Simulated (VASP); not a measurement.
# Te2Mo (P-3m1) in VASP: further runs

The runs below take Te2Mo through single point, with PBE.

Everything below comes from runs of VASP 6.6.1. Logs are shortened: lines on timing, memory, paths and dates and some standing lists are left out, and cuts for length are marked.

## 1. The cell of the first run

It takes space group P-3m1 (No. 164, trigonal). Conventional cell: a = 3.557 Å, b = 3.557 Å, c = 17.205 Å, α = 90.00°, β = 90.00°, γ = 120.00°. Te (site symmetry 3m) has 3 Mo at 2.74 Å and 6 Te at 3.56 Å within 3.6 Å. Within 3.6 Å of Te (site symmetry 3m) lie 3 Mo at 2.74 Å and 6 Te at 3.56 Å. Within 3.6 Å of Mo (site symmetry 3m) lie 6 Te at 2.74 Å and 6 Mo at 3.56 Å.

## 2. Single point, PBE

INCAR

```
  ALGO = Normal
  EDIFF = 1E-7
  ENCUT = 520
  GGA = PE
  ISIF = 2
  ISMEAR = 0
  LASPH = True
  LCHARG = False
  LREAL = False
  LWAVE = False
  NBANDS = 35
  NELM = 80
  PREC = Accurate
  SIGMA = 0.05
```

KPOINTS

```
k-points
0
Gamma
  9 9 2
```

POSCAR

```
Te2Mo
1.0
   -1.7785332447     -3.0805099428      0.0000000000
    1.7785332447     -3.0805099428      0.0000000000
    0.0000000000      0.0000000000     17.2047171722
Te Mo
4 2
Direct
    0.6666666667      0.6666666667      0.1158549941
    0.3333333333      0.3333333333      0.5577313999
    0.6666666667      0.6666666667      0.3260214116
    0.3333333333      0.3333333333      0.7678978174
    0.6666666667      0.6666666667      0.6628146086
    0.3333333333      0.3333333333      0.2209382029
```

Potentials or basis: VASP PAW PBE potentials, release 64 (Te, Mo_sv).

Command:

```bash
$ cat potpaw_PBE.64/Te/POTCAR potpaw_PBE.64/Mo_sv/POTCAR > POTCAR
$ mpirun -np 1 vasp_std > vasp.out
```

OUTCAR:

```text
EDIFF = 1E-7
   ENCUT = 520
   GGA = PE
   ISIF = 2
   ISMEAR = 0
   LASPH = True
   LREAL = False
   NELM = 80
   PREC = Accurate

 ion  position               nearest neighbor table
   1  0.667  0.667  0.116-   6 2.74   6 2.74   6 2.74   3 3.62
   2  0.333  0.333  0.558-   5 2.74   5 2.74   5 2.74   4 3.62
   3  0.667  0.667  0.326-   6 2.74   6 2.74   6 2.74   1 3.62
   4  0.333  0.333  0.768-   5 2.74   5 2.74   5 2.74   2 3.62
   5  0.667  0.667  0.663-   2 2.74   2 2.74   2 2.74   4 2.74   4 2.74   4 2.74
   6  0.333  0.333  0.221-   3 2.74   3 2.74   3 2.74   1 2.74   1 2.74   1 2.74

  LATTYP: Found a hexagonal cell.
 ALAT       =     3.5570664894
 C/A-ratio  =     4.8367713180

  Lattice vectors:

 A1 = (  -1.7785332447,   3.0805099428,   0.0000000000)
 A2 = (  -1.7785332447,  -3.0805099428,   0.0000000000)
 A3 = (   0.0000000000,   0.0000000000,  17.2047171722)

Analysis of symmetry for initial positions (statically):
=====================================================================
 Subroutine PRICEL returns:
 Original cell was already a primitive cell.

 Routine SETGRP: Setting up the symmetry group for a
 hexagonal supercell.

 Subroutine GETGRP returns: Found 12 space group operations
 (whereof  6 operations were pure point group operations)
 out of a pool of 24 trial point group operations.

The static configuration has the point symmetry C_3v.
 The point group associated with its full space group is D_3d.

Analysis of symmetry for dynamics (positions and initial velocities):
=====================================================================
 Subroutine PRICEL returns:
 Original cell was already a primitive cell.

 Routine SETGRP: Setting up the symmetry group for a
 hexagonal supercell.

 Subroutine GETGRP returns: Found 12 space group operations
 (whereof  6 operations were pure point group operations)
 out of a pool of 24 trial point group operations.

The dynamic configuration has the point symmetry C_3v.
 The point group associated with its full space group is D_3d.

 Subroutine INISYM returns: Found 12 space group operations
 (whereof  6 operations are pure point group operations),
 and found     1 'primitive' translations

----------------------------------------------------------------------------------------

                                     Primitive cell

  volume of cell :     188.5220

  direct lattice vectors                    reciprocal lattice vectors
    -1.778533245 -3.080509943  0.000000000    -0.281130534 -0.162310789  0.000000000
     1.778533245 -3.080509943  0.000000000     0.281130534 -0.162310789  0.000000000
     0.000000000  0.000000000 17.204717172     0.000000000  0.000000000  0.058123594

  length of vectors
     3.557066489  3.557066489 17.204717172     0.324621578  0.324621578  0.058123594

  position of ions in fractional coordinates (direct lattice)
     0.666666667  0.666666667  0.115854994
     0.333333333  0.333333333  0.557731400
     0.666666667  0.666666667  0.326021412
     0.333333333  0.333333333  0.767897817
     0.666666667  0.666666667  0.662814609
     0.333333333  0.333333333  0.220938203

  ion indices of the primitive-cell ions
   primitive index   ion index
                 1           1
                 2           2
                 3           3
                 4           4
                 5           5
                 6           6

----------------------------------------------------------------------------------------

 KPOINTS: k-points

Automatic generation of k-mesh.
 Grid dimensions read from file:
 generate k-points for:    9    9    2

 Generating k-lattice:

  Cartesian coordinates                     Fractional coordinates (reciprocal lattice)
    -0.031236726 -0.018034532  0.000000000     0.111111111  0.000000000  0.000000000
     0.031236726 -0.018034532  0.000000000     0.000000000  0.111111111  0.000000000
     0.000000000  0.000000000  0.029061797     0.000000000  0.000000000  0.500000000

  Length of vectors
     0.036069064  0.036069064  0.029061797

  Shift w.r.t. Gamma in fractional coordinates (k-lattice)
     0.000000000  0.000000000  0.000000000

 Subroutine IBZKPT returns following result:
 ===========================================

 Found     24 irreducible k-points:

 Following reciprocal coordinates:
            Coordinates               Weight
  0.000000  0.000000  0.000000      1.000000
  0.111111 -0.000000  0.000000      6.000000
  0.222222 -0.000000  0.000000      6.000000
  0.333333 -0.000000  0.000000      6.000000
  0.444444 -0.000000  0.000000      6.000000
  0.222222  0.111111  0.000000      6.000000
[... 16 lines left out ...]
 -0.444444  0.222222  0.500000     12.000000
 -0.333333  0.333333  0.500000      2.000000
   k-points           NKPTS =     24   k-points in BZ     NKDIM =     24   number of bands    NBANDS=     35
   number of dos      NEDOS =    301   number of ions     NIONS =      6
   total plane-waves  NPLWV = 100352
   dimension x,y,z NGX =    28 NGY =   28 NGZ =  128
   dimension x,y,z NGXF=    56 NGYF=   56 NGZF=  256
   ions per type =               4   2
   NGX,Y,Z   is equivalent  to a cutoff of  13.09, 13.09, 12.37 a.u.
   NGXF,Y,Z  is equivalent  to a cutoff of  26.17, 26.17, 24.74 a.u.
 SYSTEM =  unknown system
   PREC   = accura    normal or accurate (medium, high low for compatibility)
   ISTART =      0    job   : 0-new  1-cont  2-samecut
   ICHARG =      2    charge: 1-file 2-atom 10-const
   ISPIN  =      1    spin polarized calculation?
   LNONCOLLINEAR =      F non collinear calculations
   LSORBIT =      F    spin-orbit coupling
   LASPH  =      T    aspherical Exc in radial PAW
   ENCUT  =  520.0 eV  38.22 Ry    6.18 a.u.   6.61  6.61 31.99*2*pi/ulx,y,z
   NELM   =     80;   NELMIN=  2; NELMDL= -5     # of ELM steps
   EDIFF  = 0.1E-06   stopping-criterion for ELM
   LREAL  =      F    real-space projection
   EDIFFG = 0.1E-05   stopping-criterion for IOM
   NSW    =      0    number of steps for IOM
   IBRION =     -1    ionic relax: 0-MD 1-quasi-New 2-CG
   NFREE  =      0    steps in history (QN), initial steepest desc. (CG)
   ISIF   =      2    stress and relaxation
   ISYM   =      2    0-nonsym 1-usesym 2-fastsym
   POTIM  = 0.5000    time-step for ionic-motion
   TEBEG  =    0.0;   TEEND  =   0.0 temperature during run
   PSTRESS=    0.0 pullay stress
   NELECT =      52.0000    total number of electrons
   NUPDOWN=      -1.0000    fix difference up-down
   EMIN   =  10.00;   EMAX   =-10.00  energy-range for DOS
   EFERMI =   0.00;   METHOD = LEGACY
   ISMEAR =     0;   SIGMA  =   0.05  broadening in eV -4-tet -1-fermi 0-gaus
   EFERMI_NEDOS =   21; number of points for ismear=-14 and -15
   IALGO  =     38    algorithm
   IMIX   =      4    mixing-type and parameters
     AMIX     =   0.40;   BMIX     =  1.00
     AMIX_MAG =   1.60;   BMIX_MAG =  1.00
  volume/ion in A,a.u.               =      31.42       212.03
  Fermi-wavevector in a.u.,A,eV,Ry     =   1.065668  2.013820 15.451431  1.135648
  Thomas-Fermi vector in A             =   2.201227
   LORBIT       =      0    0 simple, 1 ext, 2 COOP (PROOUT), +10 PAW based schemes
   GGA     = PE    functional components
   LHFCALC =     F    Hartree Fock is set to
   AEXX    =    0.0000 exact exchange contribution
   IVDW    =     0    specifies the selected vdW correction
   LEPSILON=     F    determine dielectric tensor
   LRPA    =     F    only Hartree local field effects (RPA)
 non-spin polarized calculation
 Gauss-broadening in eV      SIGMA  =   0.05
  energy-cutoff  :      520.00
  volume of cell :      188.52
 maximum number of plane-waves:      5129
   NGX = 13   NGY = 13   NGZ = 63

 number of electron      52.0000000 magnetization

 Free energy of the ion-electron system (eV)
  ---------------------------------------------------
  ext. energy  EPLUGINS =         0.00000000
  ---------------------------------------------------
  free energy    TOTEN  =       -36.06616918 eV

  energy without entropy =      -36.06616918  energy(sigma->0) =      -36.06616918

 E-fermi :   5.6884     XC(G=0):  -8.8999

 val. band max:        5.3670618920   @ k =  -0.3333   0.3333   0.0000
 cond. band min:       6.4167453009   @ k =  -0.3333   0.3333   0.0000
 fundamental gap:      1.0496834090
 Fermi energy:         5.6883627989

 k-point     1 :       0.0000    0.0000    0.0000
  band No.  band energies     occupation
      1     -55.3466      2.00000
      2     -55.3466      2.00000
      3     -29.4912      2.00000
      4     -29.4912      2.00000
      5     -29.3891      2.00000
      6     -29.3891      2.00000
[... 27 lines left out ...]
     34       8.6777      0.00000
     35       9.6071      0.00000

 k-point     2 :       0.1111   -0.0000    0.0000
  band No.  band energies     occupation
      1     -55.3456      2.00000
      2     -55.3456      2.00000
      3     -29.4883      2.00000
      4     -29.4883      2.00000
      5     -29.4026      2.00000
      6     -29.4026      2.00000
[... 27 lines left out ...]
     34       8.5428      0.00000
     35       9.9201      0.00000

 k-point     3 :       0.2222   -0.0000    0.0000
  band No.  band energies     occupation
      1     -55.3432      2.00000
      2     -55.3432      2.00000
      3     -29.4809      2.00000
      4     -29.4809      2.00000
      5     -29.4365      2.00000
      6     -29.4365      2.00000
[... 27 lines left out ...]
     34       8.8005      0.00000
     35      10.3602      0.00000

 k-point     4 :       0.3333   -0.0000    0.0000
  band No.  band energies     occupation
      1     -55.3404      2.00000
      2     -55.3404      2.00000
      3     -29.4747      2.00000
      4     -29.4747      2.00000
      5     -29.4724      2.00000
      6     -29.4724      2.00000
[... 27 lines left out ...]
     34       8.9700      0.00000
     35      10.6689      0.00000

 k-point     5 :       0.4444   -0.0000    0.0000
  band No.  band energies     occupation
      1     -55.3386      2.00000
      2     -55.3386      2.00000
      3     -29.4995      2.00000
      4     -29.4995      2.00000
      5     -29.4669      2.00000
      6     -29.4669      2.00000
[... 638 lines left out ...]
 k-point    22 :       0.4444    0.2222    0.5000
  band No.  band energies     occupation
      1     -55.3392      2.00000
      2     -55.3392      2.00000
      3     -29.4771      2.00000
      4     -29.4771      2.00000
      5     -29.4687      2.00000
      6     -29.4687      2.00000
[... 27 lines left out ...]
     34       9.0081      0.00000
     35      11.0740      0.00000

 k-point    23 :      -0.4444    0.2222    0.5000
  band No.  band energies     occupation
      1     -55.3378      2.00000
      2     -55.3378      2.00000
      3     -29.4862      2.00000
      4     -29.4862      2.00000
      5     -29.4645      2.00000
      6     -29.4645      2.00000
[... 27 lines left out ...]
     34       9.1928      0.00000
     35      10.1042      0.00000

 k-point    24 :      -0.3333    0.3333    0.5000
  band No.  band energies     occupation
      1     -55.3373      2.00000
      2     -55.3373      2.00000
      3     -29.4757      2.00000
      4     -29.4757      2.00000
      5     -29.4630      2.00000
      6     -29.4630      2.00000
[... 27 lines left out ...]
     34       9.2647      0.00000
     35      10.1783      0.00000

------------------------ aborting loop because EDIFF is reached ----------------------------------------

  FORCE on cell =-STRESS in cart. coord.  units (eV):
  Direction    XX          YY          ZZ          XY          YZ          ZX
  --------------------------------------------------------------------------------------
  -------------------------------------------------------------------------------------
  Total       -0.0715658     -0.0715658      0.0349828      0.0000000     -0.0000000      0.0000000
  in kB       -0.6082109     -0.6082109      0.2973052      0.0000000     -0.0000000      0.0000000
  external PRESSURE =      -0.3063722 kB  Pullay stress =       0.0000000 kB

 VOLUME and BASIS-vectors are now :
 -----------------------------------------------------------------------------
  energy-cutoff  :      520.00
  volume of cell :      188.52
      direct lattice vectors                 reciprocal lattice vectors
    -1.778533245 -3.080509943  0.000000000    -0.281130534 -0.162310789  0.000000000
     1.778533245 -3.080509943  0.000000000     0.281130534 -0.162310789  0.000000000
     0.000000000  0.000000000 17.204717172     0.000000000  0.000000000  0.058123594

 POSITION                                       TOTAL-FORCE (eV/Angst)
 -----------------------------------------------------------------------------------
      0.00000     -4.10735      1.99325         0.000000     -0.000000     -0.003968
      0.00000     -2.05367      9.59561        -0.000000     -0.000000     -0.012987
      0.00000     -4.10735      5.60911         0.000000     -0.000000      0.012987
      0.00000     -2.05367     13.21146        -0.000000     -0.000000      0.003968
      0.00000     -4.10735     11.40354         0.000000     -0.000000      0.014387
      0.00000     -2.05367      3.80118         0.000000      0.000000     -0.014387
 -----------------------------------------------------------------------------------
    total drift:                               -0.000000      0.000000     -0.000058

  FREE ENERGIE OF THE ION-ELECTRON SYSTEM (eV)
  ---------------------------------------------------
  free  energy   TOTEN  =       -36.0661691780 eV

  energy  without entropy=      -36.0661691780  energy(sigma->0) =      -36.06616918
```

Run time: 1.7 min. Hardware: 1 thread of Intel Xeon 6975P-C (Granite Rapids), shared host; peak memory 0.38 GiB.

What came out:

| Property | Result |
| --- | --- |
| Free energy | -36.0662 eV |
| Pressure | 0.0 GPa |
| Largest force | 0.014 eV/Å |
| Band gap on the k mesh | 1.05 eV, direct |

Forces on the atoms (eV/Å):
```
Te   0.000  0.000 -0.004
Te   0.000  0.000 -0.013
Te   0.000  0.000  0.013
Te   0.000  0.000  0.004
Mo   0.000  0.000  0.014
Mo   0.000  0.000 -0.014
```

Stress tensor (GPa, compression positive):
```
-0.06  0.00  0.00
 0.00 -0.06  0.00
 0.00  0.00  0.03
```

Caveat: spin-orbit coupling is left out, which moves the levels of the heavy elements. A hybrid or GW would open this gap; PBE tends to underestimate it.

(Continued in part 2 of 3.)
